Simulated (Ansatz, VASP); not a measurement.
## Si: VASP beside Ansatz

```
Si
1.0
     3.90794    0.00000    0.00000
    -1.95397    3.25166    0.00000
     0.00000    0.00000    6.33262
Si
4
Direct
  0.33333 0.66667 0.06301
  0.66667 0.33333 0.56301
  0.33333 0.66667 0.43699
  0.66667 0.33333 0.93699
```

Change from the starting cell: strain +0.0200 x Voigt [1, -1, 0, 0, 0, 0], atoms carried along.

Alike in both runs: task single point; functional LDA; k mesh 12 × 12 × 6; occupations gaussian, width 0.03 eV; no spin polarisation.

|  | VASP | Ansatz |
| --- | --- | --- |
| version | VASP 6.6.1 | Ansatz 0.2.0 |
| potentials or method | VASP PAW LDA potentials, release 64 (Si), cutoff 520 eV | scalar-relativistic, plane waves, PAW |
| valence electrons in the cell | 16 | 16 |

Ansatz gave:

* gap on the k mesh at the Fermi level (eV): none
* pressure (GPa): -1.9
* traceless stress, the component that is largest in VASP (GPa): 3.43
* rms of the force components (eV/Å): 0.188

What did VASP give for the same quantities?

gap on the k mesh at the Fermi level (eV): none; pressure (GPa): -1.9; traceless stress, the component that is largest in VASP (GPa): 3.45; rms of the force components (eV/Å): 0.189.

LDA's correlation is that of Perdew and Zunger in VASP and of Perdew and Wang (1992) in Ansatz. Atom by atom the forces differ by 0.001 eV/Å (rms over components). A gap of «none» marks a metal or a gap that the smearing closes.
